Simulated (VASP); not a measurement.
Input of a VASP 6.6.1 run:

File INCAR:

```
SYSTEM = Rh
ALGO = Normal
EDIFF = 1E-6
ENCUT = 500
GGA = PS
GGA_COMPAT = .FALSE.
ISIF = 2
ISMEAR = 0
LASPH = .TRUE.
LCHARG = .TRUE.
LELF = .TRUE.
LREAL = .FALSE.
LVHAR = .TRUE.
LWAVE = .FALSE.
NBANDS = 22
NELM = 120
PREC = Accurate
SIGMA = 0.15
```

The input KPOINTS:

```
k-points
0
G
  18 18 12
  0 0 0
```

The input POSCAR:

```
Rh
1.0
    2.7309790422      0.0000000000      0.0000000000
   -1.3654895211      2.3650972278      0.0000000000
    0.0000000000      0.0000000000      4.4949163350
Rh
2
Direct
    0.6666666667      0.3333333333      0.7500000000
    0.3333333333      0.6666666667      0.2500000000
```

Potentials or basis: VASP PAW PBE potentials, release 64 (Rh_pv).

Command:

```bash
$ cat potpaw_PBE.64/Rh_pv/POTCAR > POTCAR
$ mpirun -np 1 vasp_std > vasp.out
```

Task: Predict the band gap on the k mesh.

Result: Zero (bands 15 and 16 overlap by 2.28 eV).

Task: Predict the pressure.

Result: -16.8 GPa.

Stress tensor (GPa, compression positive):
```
-15.14   0.00   0.00
  0.00 -15.14   0.00
  0.00   0.00 -19.98
```

Caveat: the cell differs from its parent crystal (strain +0.000 along x and y, +0.015 along z); the cell stands under tension; the PAW data sets were made with another functional, which shifts forces and pressure a little.
